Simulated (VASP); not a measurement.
Write the native input for VASP 6.6.1 that does the following.

```
Task                   : relaxation of cell and atoms
Functional             : LDA
Potentials or basis    : VASP PAW LDA potentials, release 64 (Na_pv)
Cutoff                 : 600 eV
k mesh                 : 12 × 12 × 12
Occupations            : methfessel-paxton, width 0.05 eV
Spin                   : no spin polarisation
Dipole correction      : no
Further INCAR settings : ALGO = Normal; EDIFF = 1e-06; IBRION = 2; EDIFFG = -0.02; NSW = 80; ISIF = 3
```

The structure of Na lies in POSCAR:

```
Na
1.0
    3.5100000000      0.0000000000      0.0000000000
    0.0000000000      3.5100000000      0.0000000000
    0.0000000000      0.0000000000      3.5100000000
Na
1
Direct
    0.0000000000      0.0000000000      0.0000000000
```

This isn't the form of Na at room conditions, which is bcc.

These files were run (other wordings do the same):

INCAR

```
PREC = Accurate ; ENCUT = 600
EDIFF = 1E-6 ; ISMEAR = 1
SIGMA = 0.05 ; LREAL = False
LASPH = True ; NELM = 100
ALGO = Normal ; ISIF = 3
LWAVE = False ; LCHARG = False
GGA = CA ; IBRION = 2
NSW = 80 ; EDIFFG = -0.02
```

KPOINTS

```
Automatic mesh
0
Gamma
  12 12 12
```

Potentials or basis: VASP PAW LDA potentials, release 64 (Na_pv).

Launch:

```console
$ cat potpaw_LDA.64/Na_pv/POTCAR > POTCAR
$ mpirun -np 1 vasp_std > vasp.out
```

It gave:

```
Relaxed volume                        : 35.11 Å³/atom
Relaxed cell                          : a = 3.275 Å, b = 3.275 Å, c = 3.275 Å, α = 90.00°, β = 90.00°, γ = 90.00°
Space group after relaxing (to 0.1 Å) : Pm-3m (No. 221)
Energy gained by relaxing             : 27.7 meV/atom
Ionic steps                           : 4
Pressure after relaxing               : 0.1 GPa
Band gap on the k mesh                : zero (an odd number of electrons rules out a gap without spin polarisation)
```

Caveat: the volume moved by over 15 % at a fixed basis, so the end points are rough.

It took 73 s on 1 thread of Intel Xeon 8259CL (shared host), peak memory 0.15 GiB.
